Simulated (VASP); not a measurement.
Write the native input for VASP 6.6.1 that does the following.

```
Task                   : single point
Functional             : PBE
Potentials or basis    : VASP PAW PBE potentials, release 64 (C)
Cutoff                 : 520 eV
k mesh                 : 18 × 18 × 6
Occupations            : gaussian, width 0.15 eV
Spin                   : no spin polarisation
Dipole correction      : no
Further INCAR settings : ALGO = Normal; EDIFF = 1e-07; NBANDS = 16
```

The structure of C lies in POSCAR:

```
C
1.0
    2.4665231295      0.0000000000      0.0000000000
   -1.2332615647      2.1360716891      0.0000000000
    0.0000000000      0.0000000000      8.5653080463
C
4
Direct
    0.0089483053      0.1332795093      0.0025000000
   -0.0089483053     -0.1332795093      0.5025000000
    0.3422818088      0.7999487103      0.0025000000
    0.6577181912      0.2000512897      0.5025000000
```

The input as run:

INCAR

```
SYSTEM = C
PREC     = Accurate       ! precision mode
ENCUT    = 520            ! plane-wave cutoff, eV
EDIFF    = 1E-7           ! SCF threshold, eV
ISMEAR   = 0              ! smearing method
SIGMA    = 0.15           ! smearing width, eV
LREAL    = .FALSE.        ! projectors in reciprocal space
LASPH    = .TRUE.         ! aspherical terms in the spheres
NELM     = 60             ! most SCF steps
ALGO     = Normal         ! electronic algorithm
ISIF     = 2              ! what is computed and relaxed
LWAVE    = .FALSE.        ! write WAVECAR
LCHARG   = .FALSE.        ! write CHGCAR
GGA      = PE             ! functional
NBANDS   = 16             ! bands
```

KPOINTS

```
regular mesh
0
G
  18 18 6
  0 0 0
```

Potentials or basis: VASP PAW PBE potentials, release 64 (C).

Run with:

```sh
$ cat potpaw_PBE.64/C/POTCAR > POTCAR
$ mpirun -np 1 vasp_std > vasp.out
```

Results of the run:

```
Pressure               : 0.4 GPa
Band gap on the k mesh : zero (filled and empty bands touch)
```

Caveat: this functional lacks dispersion, which binds the layers, so the pressure and a relaxed spacing across them are unreliable.

Wall time 9.2 min on 1 thread of Intel Xeon 8259CL, with other jobs on the host, peak memory 0.42 GiB.
